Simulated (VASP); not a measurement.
# Sr: single point with PBE

The system is Sr.

```xyz
1
Lattice="0.0000 3.0191 3.0191 3.0191 0.0000 3.0191 3.0191 3.0191 0.0000" Properties=species:S:1:pos:R:3 pbc="T T T"
Sr    0.0000    0.0000    0.0000
```

```json
{
  "Program": "VASP 6.6.1",
  "Task": "single point",
  "Functional": "PBE",
  "Potentials or basis": "VASP PAW PBE potentials, release 64 (Sr_sv)",
  "Cutoff": "520 eV",
  "k mesh": "9 × 9 × 9",
  "Occupations": "gaussian, width 0.01 eV",
  "Spin": "no spin polarisation"
}
```

- Pressure: -0.1 GPa

Levels at points of the mesh, in eV from the Fermi level:
```csv
k point,band 3,band 4,band 5,band 6,band 7,band 8
"(0.00, 0.00, 0.00)",-18.49,-18.49,-3.63,2.36,2.36,2.36
```

Wall time 20 s on 1 thread of Intel Xeon 8259CL, with other jobs on the host, peak memory 0.18 GiB.
